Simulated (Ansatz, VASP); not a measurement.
## Ir in VASP and in Ansatz

Contents of INCAR:

```
  PREC = Accurate
  ENCUT = 520
  EDIFF = 1E-6
  ISMEAR = 0
  SIGMA = 0.15
  LREAL = F
  LASPH = T
  NELM = 60
  ALGO = Fast
  ISIF = 2
  LWAVE = F
  LCHARG = F
  GGA = PS
  NBANDS = 16
```

The input KPOINTS:

```
Automatic mesh
0
Gamma
  18 18 12
```

The input POSCAR:

```
Ir
1.0
    2.7513778946     -0.2063533421      0.0000000000
   -1.5543961837      2.4859398232      0.0000000000
    0.0000000000      0.0000000000      4.4622900000
Ir
2
Direct
    0.6666666667      0.3333333333      0.7500000000
    0.3333333333      0.6666666667      0.2500000000
```

Input for Ansatz:

```yaml
crystal:
  lattice:
    - [2.7513778946, -0.2063533421, 0.0]
    - [-1.5543961837, 2.4859398232, 0.0]
    - [0.0, 0.0, 4.46229]
  atoms:
    - { symbol: Ir, position: [0.6666666667, 0.3333333333, 0.75] }
    - { symbol: Ir, position: [0.3333333333, 0.6666666667, 0.25] }
basis:
  ecutwfc: 420
kpoints:
  mp_grid: { grid: [18, 18, 12] }
hamiltonian:
  xc: pbesol
scf:
  occupations: { method: gaussian, width: 0.15 }
output:
  forces: true
  stress: true
  eigenvalues: true
```

Change from the starting cell: strain -0.1500 x Voigt [0, 0, 0, 0, 0, 1], atoms carried along.

Alike in both runs: task single point; functional PBEsol; k mesh 18 × 18 × 12; occupations gaussian, width 0.15 eV; no spin polarisation.

|  | VASP | Ansatz |
| --- | --- | --- |
| version | VASP 6.6.1 | Ansatz 0.2.0 |
| potentials or method | VASP PAW PBE potentials, release 64 (Ir), cutoff 520 eV | scalar-relativistic, plane waves, PAW |
| valence electrons in the cell | 18 | 34 |

|  | VASP | Ansatz | Ansatz less VASP |
| --- | --- | --- | --- |
| gap on the k mesh at the Fermi level (eV) | none | none | - |
| pressure (GPa) | -3.5 | -4.3 | -0.79 |
| traceless stress, the component that is largest in VASP (GPa) | 26.58 | 26.53 | -0.053 |
| rms of the force components (eV/Å) | 0.153 | 0.146 | -0.0068 |

VASP's potentials were made for PBE, not for PBEsol. Atom by atom the forces differ by 0.007 eV/Å (rms over components). A gap of «none» marks a metal or a gap that the smearing closes. The functional is the same, so the differences come from potentials, cutoffs and numerics. VASP's potentials hold 18 valence electrons a cell and Ansatz's 34, so a difference there can come from the potentials and not from the codes.

Neither program's run includes spin-orbit coupling.
